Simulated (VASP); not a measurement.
# Ga (Cmce) in VASP: electric field gradients with PBE

Aim: the electric field gradients of Ga with PBE.

All numbers are computed with VASP 6.6.1; they aren't measurements. Logs are shortened: lines on timing, memory, paths and dates and some standing lists are left out, and cuts for length are marked.

### 1 The cell of the first run

The structure is orthorhombic, space group Cmce (No. 64). The conventional cell has a = 4.523 Å, b = 7.661 Å, c = 4.524 Å, α = 90.00°, β = 90.00°, γ = 90.00°. Ga (site symmetry m) has 7 Ga at 2.48 to 2.79 Å within 3.3 Å.

### 2 Electric field gradients, PBE

INCAR

```
SYSTEM = Ga
ALGO = Normal
EDIFF = 1E-8
ENCUT = 520
GGA = PE
ISIF = 2
ISMEAR = -1
LASPH = .TRUE.
LCHARG = .FALSE.
LEFG = .TRUE.
LREAL = .FALSE.
LWAVE = .FALSE.
NBANDS = 34
NELM = 80
PREC = Accurate
SIGMA = 0.05
```

KPOINTS

```
k-points
0
G
  9 9 7
  0 0 0
```

POSCAR

```
Ga
1.0
    2.2615000000     -3.8305000000      0.0000000000
    2.2615000000      3.8305000000      0.0000000000
    0.0000000000      0.0000000000      4.5240000000
Ga
4
Direct
    0.8451000000      0.1549000000      0.0810000000
    0.6549000000      0.3451000000      0.5810000000
    0.1549000000      0.8451000000      0.9190000000
    0.3451000000      0.6549000000      0.4190000000
```

Potentials or basis: VASP PAW PBE potentials, release 64 (Ga_d).

On the command line:

```bash
> cat potpaw_PBE.64/Ga_d/POTCAR > POTCAR
> mpirun -np 1 vasp_std > vasp.out
```

OUTCAR:

```text
SYSTEM = Ga
   EDIFF = 1E-8
   ENCUT = 520
   GGA = PE
   ISIF = 2
   ISMEAR = -1
   LASPH = .TRUE.
   LREAL = .FALSE.
   NELM = 80
   PREC = Accurate

 ion  position               nearest neighbor table
   1  0.845  0.155  0.081-   3 2.48   2 2.69   2 2.69   4 2.73   4 2.73   3 2.79   3 2.79
   2  0.655  0.345  0.581-   4 2.48   1 2.69   1 2.69   3 2.73   3 2.73   4 2.79   4 2.79
   3  0.155  0.845  0.919-   1 2.48   4 2.69   4 2.69   2 2.73   2 2.73   1 2.79   1 2.79
   4  0.345  0.655  0.419-   2 2.48   3 2.69   3 2.69   1 2.73   1 2.73   2 2.79   2 2.79

  LATTYP: Found a base centered orthorhombic cell.
 ALAT       =     4.5230000000
 B/A-ratio  =     1.6937873093
 C/A-ratio  =     1.0002210922

  Lattice vectors:

 A1 = (   2.2615000000,  -3.8305000000,   0.0000000000)
 A2 = (   2.2615000000,   3.8305000000,   0.0000000000)
 A3 = (   0.0000000000,   0.0000000000,   4.5240000000)

Analysis of symmetry for initial positions (statically):
=====================================================================
 Subroutine PRICEL returns:
 Original cell was already a primitive cell.

 Routine SETGRP: Setting up the symmetry group for a
 base centered orthorhombic supercell.

 Subroutine GETGRP returns: Found  8 space group operations
 (whereof  4 operations were pure point group operations)
 out of a pool of  8 trial point group operations.

The static configuration has the point symmetry C_2h.
 The point group associated with its full space group is D_2h.

Analysis of symmetry for dynamics (positions and initial velocities):
=====================================================================
 Subroutine PRICEL returns:
 Original cell was already a primitive cell.

 Routine SETGRP: Setting up the symmetry group for a
 base centered orthorhombic supercell.

 Subroutine GETGRP returns: Found  8 space group operations
 (whereof  4 operations were pure point group operations)
 out of a pool of  8 trial point group operations.

The dynamic configuration has the point symmetry C_2h.
 The point group associated with its full space group is D_2h.

 Subroutine INISYM returns: Found  8 space group operations
 (whereof  4 operations are pure point group operations),
 and found     1 'primitive' translations

----------------------------------------------------------------------------------------

                                     Primitive cell

  volume of cell :      78.3799

  direct lattice vectors                    reciprocal lattice vectors
     2.261500000 -3.830500000  0.000000000     0.221092195 -0.130531262  0.000000000
     2.261500000  3.830500000  0.000000000     0.221092195  0.130531262  0.000000000
     0.000000000  0.000000000  4.524000000     0.000000000  0.000000000  0.221043324

  length of vectors
     4.448270731  4.448270731  4.524000000     0.256749234  0.256749234  0.221043324

  position of ions in fractional coordinates (direct lattice)
     0.845100000  0.154900000  0.081000000
     0.654900000  0.345100000  0.581000000
     0.154900000  0.845100000  0.919000000
     0.345100000  0.654900000  0.419000000

  ion indices of the primitive-cell ions
   primitive index   ion index
                 1           1
                 2           2
                 3           3
                 4           4

----------------------------------------------------------------------------------------

 KPOINTS: k-points

Automatic generation of k-mesh.
 Grid dimensions read from file:
 generate k-points for:    9    9    7

 Generating k-lattice:

  Cartesian coordinates                     Fractional coordinates (reciprocal lattice)
     0.024565799 -0.014503474  0.000000000     0.111111111 -0.000000000  0.000000000
     0.024565799  0.014503474  0.000000000    -0.000000000  0.111111111  0.000000000
     0.000000000  0.000000000  0.031577618     0.000000000  0.000000000  0.142857143

[... 39 lines left out ...]
   number of dos      NEDOS =    301   number of ions     NIONS =      4
   total plane-waves  NPLWV =  46656
   dimension x,y,z NGX =    36 NGY =   36 NGZ =   36
   dimension x,y,z NGXF=    72 NGYF=   72 NGZF=   72
   ions per type =               4
   NGX,Y,Z   is equivalent  to a cutoff of  13.45, 13.45, 13.23 a.u.
   NGXF,Y,Z  is equivalent  to a cutoff of  26.91, 26.91, 26.46 a.u.
 SYSTEM =  Ga
   PREC   = accura    normal or accurate (medium, high low for compatibility)
   ISTART =      0    job   : 0-new  1-cont  2-samecut
   ICHARG =      2    charge: 1-file 2-atom 10-const
   ISPIN  =      1    spin polarized calculation?
   LNONCOLLINEAR =      F non collinear calculations
   LSORBIT =      F    spin-orbit coupling
   LASPH  =      T    aspherical Exc in radial PAW
   ENCUT  =  520.0 eV  38.22 Ry    6.18 a.u.   8.27  8.27  8.41*2*pi/ulx,y,z
   NELM   =     80;   NELMIN=  2; NELMDL= -5     # of ELM steps
   EDIFF  = 0.1E-07   stopping-criterion for ELM
   LREAL  =      F    real-space projection
   EDIFFG = 0.1E-06   stopping-criterion for IOM
   NSW    =      0    number of steps for IOM
   IBRION =     -1    ionic relax: 0-MD 1-quasi-New 2-CG
   NFREE  =      0    steps in history (QN), initial steepest desc. (CG)
   ISIF   =      2    stress and relaxation
   ISYM   =      2    0-nonsym 1-usesym 2-fastsym
   POTIM  = 0.5000    time-step for ionic-motion
   TEBEG  =    0.0;   TEEND  =   0.0 temperature during run
   PSTRESS=    0.0 pullay stress
   NELECT =      52.0000    total number of electrons
   NUPDOWN=      -1.0000    fix difference up-down
   EMIN   =  10.00;   EMAX   =-10.00  energy-range for DOS
   EFERMI =   0.00;   METHOD = LEGACY
   ISMEAR =    -1;   SIGMA  =   0.05  broadening in eV -4-tet -1-fermi 0-gaus
   EFERMI_NEDOS =   21; number of points for ismear=-14 and -15
   IALGO  =     38    algorithm
   IMIX   =      4    mixing-type and parameters
     AMIX     =   0.40;   BMIX     =  1.00
     AMIX_MAG =   1.60;   BMIX_MAG =  1.00
  volume/ion in A,a.u.               =      19.59       132.23
  Fermi-wavevector in a.u.,A,eV,Ry     =   1.427823  2.698194 27.737908  2.038679
  Thomas-Fermi vector in A             =   2.547951
   LORBIT       =      0    0 simple, 1 ext, 2 COOP (PROOUT), +10 PAW based schemes
   GGA     = PE    functional components
[... 5 lines left out ...]
 non-spin polarized calculation
  energy-cutoff  :      520.00
  volume of cell :       78.38
 maximum number of plane-waves:      2131
 NGX is ok and might be reduce to    36
   NGX = 17   NGY = 17   NGZ = 17

 number of electron      52.0000010 magnetization

 Free energy of the ion-electron system (eV)
  ---------------------------------------------------
  ext. energy  EPLUGINS =         0.00000000
  ---------------------------------------------------
  free energy    TOTEN  =       -11.61027471 eV

  energy without entropy =      -11.60408502  energy(sigma->0) =      -11.60717987

 E-fermi :   5.0362     XC(G=0): -10.6481

 val. band max:        5.0286720148   @ k =   0.2222   0.2222   0.0000
 cond. band min:       5.0560718033   @ k =   0.1111  -0.0000   0.1429
 fundamental gap:      0.0273997885
 Fermi energy:         5.0361638543

 k-point     1 :       0.0000    0.0000    0.0000
  band No.  band energies     occupation
      1     -10.1189      2.00000
      2     -10.1164      2.00000
      3     -10.0906      2.00000
      4     -10.0700      2.00000
      5     -10.0413      2.00000
      6     -10.0173      2.00000
[... 877 lines left out ...]
     33      11.8456      0.00000
     34      12.8006      0.00000

 [... further k-points ...]

------------------------ aborting loop because EDIFF is reached ----------------------------------------

  FORCE on cell =-STRESS in cart. coord.  units (eV):
  Direction    XX          YY          ZZ          XY          YZ          ZX
  --------------------------------------------------------------------------------------
  -------------------------------------------------------------------------------------
  Total        1.0205947      1.1914339      0.7805015      0.0000000      0.0000000      0.0000000
  in kB       20.8621587     24.3543135     15.9543697      0.0000000      0.0000000      0.0000000
  external PRESSURE =      20.3902806 kB  Pullay stress =       0.0000000 kB

 VOLUME and BASIS-vectors are now :
 -----------------------------------------------------------------------------
  energy-cutoff  :      520.00
  volume of cell :       78.38
      direct lattice vectors                 reciprocal lattice vectors
     2.261500000 -3.830500000  0.000000000     0.221092195 -0.130531262  0.000000000
     2.261500000  3.830500000  0.000000000     0.221092195  0.130531262  0.000000000
     0.000000000  0.000000000  4.524000000     0.000000000  0.000000000  0.221043324

 POSITION                                       TOTAL-FORCE (eV/Angst)
 -----------------------------------------------------------------------------------
      2.26150     -2.64381      0.36644         0.000000      0.094979      0.038901
      2.26150     -1.18669      2.62844         0.000000     -0.094979      0.038901
      2.26150      2.64381      4.15756         0.000000     -0.094979     -0.038901
      2.26150      1.18669      1.89556         0.000000      0.094979     -0.038901
 -----------------------------------------------------------------------------------
    total drift:                               -0.000000      0.000000      0.000000

  FREE ENERGIE OF THE ION-ELECTRON SYSTEM (eV)
  ---------------------------------------------------
  free  energy   TOTEN  =       -11.6102747137 eV

  energy  without entropy=      -11.6040850242  energy(sigma->0) =      -11.60717987

 Electric field gradients (V/A^2)
---------------------------------------------------------------------
 ion       V_xx      V_yy      V_zz      V_xy      V_xz      V_yz
---------------------------------------------------------------------
   1      25.284   -33.880     8.596    -0.000    -0.000   -23.773
   2      25.284   -33.880     8.596    -0.000     0.000    23.773
   3      25.284   -33.880     8.596    -0.000    -0.000   -23.773
   4      25.284   -33.880     8.596    -0.000     0.000    23.773
---------------------------------------------------------------------

 Electric field gradients after diagonalization (V/A^2)
 (convention: |V_zz| > |V_xx| > |V_yy|)
----------------------------------------------------------------------
 ion       V_xx      V_yy      V_zz     asymmetry (V_yy - V_xx)/ V_zz
----------------------------------------------------------------------
   1      25.284    19.236   -44.520       0.136
   2      25.284    19.236   -44.520       0.136
   3      25.284    19.236   -44.520       0.136
   4      25.284    19.236   -44.520       0.136
----------------------------------------------------------------------

           NMR quadrupolar parameters

 Cq : quadrupolar parameter    Cq=e*Q*V_zz/h
 eta: asymmetry parameters     (V_yy - V_xx)/ V_zz
 Q  : nuclear electric quadrupole moment in mb (millibarn)
----------------------------------------------------------------------
 ion       Cq(MHz)       eta       Q (mb)
----------------------------------------------------------------------
   1      -0.108       0.136       1.000
   2      -0.108       0.136       1.000
   3      -0.108       0.136       1.000
   4      -0.108       0.136       1.000
----------------------------------------------------------------------
```

It took 6.2 min on 1 thread of Oxide Virtual Turin-like, shared host; peak memory 0.29 GiB.

What came out:

* Free energy: -11.6103 eV
* Pressure: 2.0 GPa
* Largest force: 0.103 eV/Å
* Band gap on the k mesh: zero (band 26 reaches 5.33 eV, above the bottom of band 27 at 4.40 eV)

Forces in eV/Å, atoms in the order of the input:
```
Ga   0.000  0.095  0.039
Ga   0.000 -0.095  0.039
Ga   0.000 -0.095 -0.039
Ga   0.000  0.095 -0.039
```

Levels at points of the mesh, in eV from the Fermi level:
| k point | band 24 | band 25 | band 26 | band 27 | band 28 | band 29 |
| --- | --- | --- | --- | --- | --- | --- |
| (0.00, 0.00, 0.00) | -1.77 | -1.68 | -0.78 | 0.91 | 0.94 | 1.05 |

Electric field gradients, principal values (V/Å²):
| atom | least | middle | greatest (by size) |
| --- | --- | --- | --- |
| 1 Ga | 19.236 | 25.284 | -44.520 |
| 2 Ga | 19.236 | 25.284 | -44.520 |
| 3 Ga | 19.236 | 25.284 | -44.520 |
| 4 Ga | 19.236 | 25.284 | -44.520 |

Caveat: without QUAD_EFG the Cq values of the log hold for a quadrupole moment of 1 mb, not for the nuclei.
